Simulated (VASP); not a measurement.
# CdTe (F-43m) in VASP: further runs, part 2 of 2

VASP 6.6.1.

## (3) Single point, r2SCAN (volume scaled by 0.840)

POSCAR

```
CdTe
1.0
    0.0000000000      3.0936011194      3.0936011194
    3.0936011194      0.0000000000      3.0936011194
    3.0936011194      3.0936011194      0.0000000000
Cd Te
1 1
Direct
    0.0000000000      0.0000000000      0.0000000000
    0.2500000000      0.2500000000      0.2500000000
```

INCAR.step1

```
SYSTEM = CdTe
ALGO = Normal ; EDIFF = 1E-4
ENCUT = 520 ; GGA = PE
ISMEAR = 0 ; LASPH = .True.
LCHARG = .False. ; LREAL = .False.
LWAVE = .True. ; NBANDS = 16
NELM = 80 ; PREC = Accurate
SIGMA = 0.05
```

INCAR.step2

```
SYSTEM = CdTe
ALGO = Normal ; EDIFF = 1E-6
ENCUT = 520 ; ISIF = 2
ISMEAR = 0 ; ISTART = 1
LASPH = .True. ; LCHARG = .False.
LMIXTAU = .True. ; LREAL = .False.
LWAVE = .False. ; METAGGA = R2SCAN
NBANDS = 16 ; NELM = 80
PREC = Accurate ; SIGMA = 0.05
```

KPOINTS

```
k-points
0
Gamma
  10 10 10
  0 0 0
```

Potentials or basis: VASP PAW PBE potentials, release 64 (Cd, Te).

The run is started by

```bash
$ cat potpaw_PBE.64/Cd/POTCAR potpaw_PBE.64/Te/POTCAR > POTCAR
$ cp INCAR.step1 INCAR
$ mpirun -np 1 vasp_std > vasp.out
$ cp INCAR.step2 INCAR
$ mpirun -np 1 vasp_std > vasp.out
```

OUTCAR:

```text
SYSTEM = CdTe
   EDIFF = 1E-6
   ENCUT = 520
   ISIF = 2
   ISMEAR = 0
   ISTART = 1
   LASPH = .True.
   LREAL = .False.
   METAGGA = R2SCAN
   NELM = 80
   PREC = Accurate

 ion  position               nearest neighbor table
   1  0.000  0.000  0.000-   2 2.68   2 2.68   2 2.68   2 2.68
   2  0.250  0.250  0.250-   1 2.68   1 2.68   1 2.68   1 2.68

  LATTYP: Found a face centered cubic cell.
 ALAT       =     6.1872022388

  Lattice vectors:

 A1 = (   0.0000000000,   3.0936011194,   3.0936011194)
 A2 = (   3.0936011194,   0.0000000000,   3.0936011194)
 A3 = (   3.0936011194,   3.0936011194,   0.0000000000)

Analysis of symmetry for initial positions (statically):
=====================================================================
 Subroutine PRICEL returns:
 Original cell was already a primitive cell.

 Routine SETGRP: Setting up the symmetry group for a
 face centered cubic supercell.

 Subroutine GETGRP returns: Found 24 space group operations
 (whereof 24 operations were pure point group operations)
 out of a pool of 48 trial point group operations.

The static configuration has the point symmetry T_d .

Analysis of symmetry for dynamics (positions and initial velocities):
=====================================================================
 Subroutine PRICEL returns:
 Original cell was already a primitive cell.

 Routine SETGRP: Setting up the symmetry group for a
 face centered cubic supercell.

 Subroutine GETGRP returns: Found 24 space group operations
 (whereof 24 operations were pure point group operations)
 out of a pool of 48 trial point group operations.

The dynamic configuration has the point symmetry T_d .

 Subroutine INISYM returns: Found 24 space group operations
 (whereof 24 operations are pure point group operations),
 and found     1 'primitive' translations

----------------------------------------------------------------------------------------

                                     Primitive cell

  volume of cell :      59.2138

[... 103 lines left out ...]
   ISMEAR =     0;   SIGMA  =   0.05  broadening in eV -4-tet -1-fermi 0-gaus
   EFERMI_NEDOS =   21; number of points for ismear=-14 and -15
   IALGO  =     38    algorithm
   IMIX   =      4    mixing-type and parameters
     AMIX     =   0.40;   BMIX     =  1.00
     AMIX_MAG =   1.60;   BMIX_MAG =  1.00
  volume/ion in A,a.u.               =      29.61       199.80
  Fermi-wavevector in a.u.,A,eV,Ry     =   1.100757  2.080129 16.485708  1.211665
  Thomas-Fermi vector in A             =   2.237173
   LORBIT       =      0    0 simple, 1 ext, 2 COOP (PROOUT), +10 PAW based schemes
   METAGGA = R2SCAN    functional components
   LHFCALC =     F    Hartree Fock is set to
   AEXX    =    0.0000 exact exchange contribution
   IVDW    =     0    specifies the selected vdW correction
   LEPSILON=     F    determine dielectric tensor
   LRPA    =     F    only Hartree local field effects (RPA)
 non-spin polarized calculation
 Gauss-broadening in eV      SIGMA  =   0.05
  energy-cutoff  :      520.00
  volume of cell :       59.21
 maximum number of plane-waves:      1639
 NGX is ok and might be reduce to    36
   NGX = 17   NGY = 17   NGZ = 17

 number of electron      17.9999999 magnetization

 Free energy of the ion-electron system (eV)
  ---------------------------------------------------
  ext. energy  EPLUGINS =         0.00000000
  ---------------------------------------------------
  free energy    TOTEN  =       -46.31969557 eV

  energy without entropy =      -46.31969557  energy(sigma->0) =      -46.31969557

 E-fermi :   3.7176     XC(G=0):  -9.7737

 val. band max:        3.5087711466   @ k =   0.0000   0.0000   0.0000
 cond. band min:       5.2490094212   @ k =   0.0000   0.0000   0.0000
 fundamental gap:      1.7402382746
 Fermi energy:         3.7175877833

 k-point     1 :       0.0000    0.0000    0.0000
  band No.  band energies     occupation
      1      -8.9705      2.00000
      2      -5.6544      2.00000
      3      -5.6544      2.00000
      4      -5.6544      2.00000
      5      -5.2410      2.00000
      6      -5.2410      2.00000
[... 433 lines left out ...]
      3      -5.4589      2.00000
      4      -5.3859      2.00000
      5      -5.2064      2.00000
      6      -4.9172      2.00000
[... 8 lines left out ...]
     15      14.8517      0.00000
     16      16.3333      0.00000

 [... further k-points ...]
[... 5 lines left out ...]
  --------------------------------------------------------------------------------------
  -------------------------------------------------------------------------------------
  Total        3.9800125      3.9800125      3.9800125     -0.0000000      0.0000000     -0.0000000
  in kB      107.6891800    107.6891800    107.6891800     -0.0000000      0.0000000     -0.0000000
  external PRESSURE =     107.6891800 kB  Pullay stress =       0.0000000 kB

 VOLUME and BASIS-vectors are now :
 -----------------------------------------------------------------------------
  energy-cutoff  :      520.00
  volume of cell :       59.21
      direct lattice vectors                 reciprocal lattice vectors
     0.000000000  3.093601119  3.093601119    -0.161623939  0.161623939  0.161623939
     3.093601119  0.000000000  3.093601119     0.161623939 -0.161623939  0.161623939
     3.093601119  3.093601119  0.000000000     0.161623939  0.161623939 -0.161623939

 POSITION                                       TOTAL-FORCE (eV/Angst)
 -----------------------------------------------------------------------------------
      0.00000      0.00000      0.00000         0.000000      0.000000      0.000000
      1.54680      1.54680      1.54680        -0.000000     -0.000000     -0.000000
 -----------------------------------------------------------------------------------
    total drift:                               -0.000001     -0.000001     -0.000001

  FREE ENERGIE OF THE ION-ELECTRON SYSTEM (eV)
  ---------------------------------------------------
  free  energy   TOTEN  =       -46.3196955667 eV

  energy  without entropy=      -46.3196955667  energy(sigma->0) =      -46.31969557
```

Wall time 2 min (1 thread of AMD EPYC 9R45 (Zen 5), shared host); peak memory 0.21 GiB.

Results:

```
Free energy            : -46.3197 eV
Pressure               : 10.8 GPa
Band gap on the k mesh : 1.74 eV, direct
```

Levels at points of the mesh, in eV from the valence-band top:
```
           k point  band 7  band 8  band 9  band 10  band 11  band 12
(0.00, 0.00, 0.00)    0.00    0.00    0.00     1.74     4.88     4.88
(0.50, 0.00, 0.00)   -5.42   -1.03   -1.03     2.37     5.47     5.47
(0.50, 0.50, 0.00)   -5.13   -2.47   -2.47     2.53     2.88    10.37
```

Caveat: the PAW data sets were made with another functional, which shifts forces and pressure a little; spin-orbit coupling is left out, which moves the levels of the heavy elements.

## (4) Single point, r2SCAN (volume scaled by 0.880)

POSCAR

```
CdTe
1.0
    0.0000000000      3.1419464457      3.1419464457
    3.1419464457      0.0000000000      3.1419464457
    3.1419464457      3.1419464457      0.0000000000
Cd Te
1 1
Direct
    0.0000000000      0.0000000000      0.0000000000
    0.2500000000      0.2500000000      0.2500000000
```

INCAR.step1

```
SYSTEM = CdTe
PREC = Accurate ; ENCUT = 520
ISMEAR = 0 ; SIGMA = 0.05
LREAL = .FALSE. ; LASPH = .TRUE.
NELM = 100 ; NBANDS = 16
GGA = PE ; ALGO = Normal
EDIFF = 1E-4 ; LWAVE = .TRUE.
LCHARG = .FALSE.
```

INCAR.step2

```
SYSTEM = CdTe
PREC = Accurate ; ENCUT = 520
EDIFF = 1E-6 ; ISMEAR = 0
SIGMA = 0.05 ; LREAL = .FALSE.
LASPH = .TRUE. ; NELM = 100
ALGO = Normal ; ISIF = 2
LWAVE = .FALSE. ; LCHARG = .FALSE.
METAGGA = R2SCAN ; LMIXTAU = .TRUE.
NBANDS = 16 ; ISTART = 1
```

KPOINTS

```
Automatic mesh
0
G
  10 10 10
  0 0 0
```

The run is started by

```bash
$ cat potpaw_PBE.64/Cd/POTCAR potpaw_PBE.64/Te/POTCAR > POTCAR
$ cp INCAR.step1 INCAR
$ mpirun -np 1 vasp_std > vasp.out
$ cp INCAR.step2 INCAR
$ mpirun -np 1 vasp_std > vasp.out
```

Run time: 2 min. Hardware: 1 thread of AMD EPYC 9R45 (Zen 5), shared host; peak memory 0.21 GiB.

It converged, with:

- Free energy: -46.4758 eV
- Pressure: 7.1 GPa
- Band gap on the k mesh: 1.58 eV, direct

Levels at points of the mesh, in eV from the valence-band top:
| k point | band 6 | band 7 | band 8 | band 9 | band 10 | band 11 | band 12 | band 13 |
| --- | --- | --- | --- | --- | --- | --- | --- | --- |
| (0.00, 0.00, 0.00) | -8.57 | 0.00 | 0.00 | 0.00 | 1.58 | 4.94 | 4.94 | 4.94 |
| (0.50, 0.00, 0.00) | -8.11 | -5.09 | -0.95 | -0.95 | 2.33 | 5.52 | 5.52 | 7.46 |
| (0.50, 0.50, 0.00) | -7.92 | -4.85 | -2.27 | -2.27 | 2.66 | 2.93 | 10.06 | 10.31 |

Caveat: the PAW data sets were made with another functional, which shifts forces and pressure a little; spin-orbit coupling is left out, which moves the levels of the heavy elements.

## (5) The runs side by side

| cell | gap on the mesh (eV) | pressure (GPa) |
| --- | --- | --- |
| a = 4.304 Å, angles 60.0°, 2 atoms | 1.90 | 15.4 |
| a = 4.375 Å, angles 60.0°, 2 atoms | 1.74 | 10.8 |
| a = 4.443 Å, angles 60.0°, 2 atoms | 1.58 | 7.1 |

Alike in all rows: task single point; level r2SCAN; potentials or basis VASP PAW PBE potentials, release 64 (Cd, Te); no spin polarisation; k mesh 10 × 10 × 10; cutoff (eV) 520; smearing gaussian 0.05 eV.

Caveats: the PAW data sets were made with another functional, which shifts forces and pressure a little; spin-orbit coupling is left out, which moves the levels of the heavy elements.

Total energies depend on the potentials used, so only differences within one code and one set of settings carry meaning.
